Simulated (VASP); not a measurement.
## Cd4C: single point with PBE

The system is Cd4C.

```
Cd C
1.0
    -2.97731    2.97731    2.97731
     2.97731   -2.97731    2.97731
     2.97731    2.97731   -2.97731
Cd C
4 1
Direct
  0.50000 0.50000 0.50000
  0.50000 0.00000 0.00000
  0.00000 0.00000 0.50000
  0.00000 0.50000 0.00000
  0.00000 0.00000 0.00000
```

```json
{
  "Program": "VASP 6.6.1",
  "Task": "single point",
  "Functional": "PBE",
  "Potentials or basis": "VASP PAW PBE potentials, release 64 (Cd, C)",
  "Cutoff": "520 eV",
  "k mesh": "10 × 10 × 10",
  "Occupations": "gaussian, width 0.1 eV",
  "Spin": "no spin polarisation",
  "Dipole correction": "no",
  "Further INCAR settings": "ALGO = Normal; EDIFF = 1e-06; NBANDS = 34"
}
```

```yaml
Pressure: 0.4 GPa
Band_gap_on_the_k_mesh: zero (band 26 reaches 3.34 eV, above the bottom of band 27 at 1.75 eV)
```

Levels at points of the mesh, in eV from the Fermi level:
```
           k point  band 23  band 24  band 25  band 26  band 27  band 28  band 29  band 30
(0.00, 0.00, 0.00)    -2.73    -2.73    -2.73     1.15     1.15     1.15     1.61     1.61
(0.50, 0.00, 0.00)    -2.98    -2.89    -2.38    -0.98     1.57     1.80     2.22     3.62
(0.50, 0.50, 0.50)    -3.78    -3.78    -2.17    -2.17     2.58     2.58     2.58     3.28
```

Wall time 88 s on 1 thread of Intel(R) Xeon(R) 6975P-C (Granite Rapids), with other jobs on the host, peak memory 0.31 GiB.
